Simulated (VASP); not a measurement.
A run of VASP 6.6.1 is set up as follows.

The input POSCAR:

```
C
1.0
    2.1205985457     -4.3694582406      0.0000000000
    2.1205985457      4.3694582406      0.0000000000
    0.0000000000      0.0000000000      2.5047085935
C
8
Direct
    0.6481731446      0.9813388589      0.0000000000
    0.3518268554      0.0186611411      0.0000000000
    0.0186611411      0.3518268554      0.0000000000
    0.9813388589      0.6481731446      0.0000000000
    0.4047354045      0.2263276525      0.5000000000
    0.5952645955      0.7736723475      0.5000000000
    0.7736723475      0.5952645955      0.5000000000
    0.2263276525      0.4047354045      0.5000000000
```

Contents of INCAR.step1:

```
SYSTEM = C
PREC = Accurate ; ENCUT = 520
ISMEAR = 0 ; SIGMA = 0.02
LREAL = .FALSE. ; LASPH = .TRUE.
NELM = 100 ; NBANDS = 26
GGA = PE ; ALGO = Normal
EDIFF = 1E-4 ; LWAVE = .TRUE.
LCHARG = .FALSE.
```

INCAR.step2

```
SYSTEM = C
PREC = Accurate ; ENCUT = 520
EDIFF = 1E-7 ; ISMEAR = 0
SIGMA = 0.02 ; LREAL = .FALSE.
LASPH = .TRUE. ; NELM = 100
ALGO = Normal ; ISIF = 2
LWAVE = .FALSE. ; LCHARG = .FALSE.
METAGGA = R2SCAN ; LMIXTAU = .TRUE.
NBANDS = 26 ; ISTART = 1
```

Contents of KPOINTS:

```
Automatic mesh
0
G
  6 6 10
  0 0 0
```

Potentials or basis: VASP PAW PBE potentials, release 64 (C).

Run with:

```console
$ cat potpaw_PBE.64/C/POTCAR > POTCAR
$ cp INCAR.step1 INCAR
$ mpirun -np 1 vasp_std > vasp.out
$ cp INCAR.step2 INCAR
$ mpirun -np 1 vasp_std > vasp.out
```

Problem. Predict the largest force.

Solution. 0.016 eV/Å.

Problem. What does it give for the pressure?

Solution. 1.1 GPa.

Forces in eV/Å, atoms in the order of the input:
```
C    0.014  0.001  0.000
C   -0.014 -0.001  0.000
C   -0.014  0.001  0.000
C    0.014 -0.001  0.000
C   -0.016 -0.003  0.000
C    0.016  0.003  0.000
C    0.016 -0.003  0.000
C   -0.016  0.003  0.000
```

Caveat: the PAW data sets were made with another functional, which shifts forces and pressure a little.
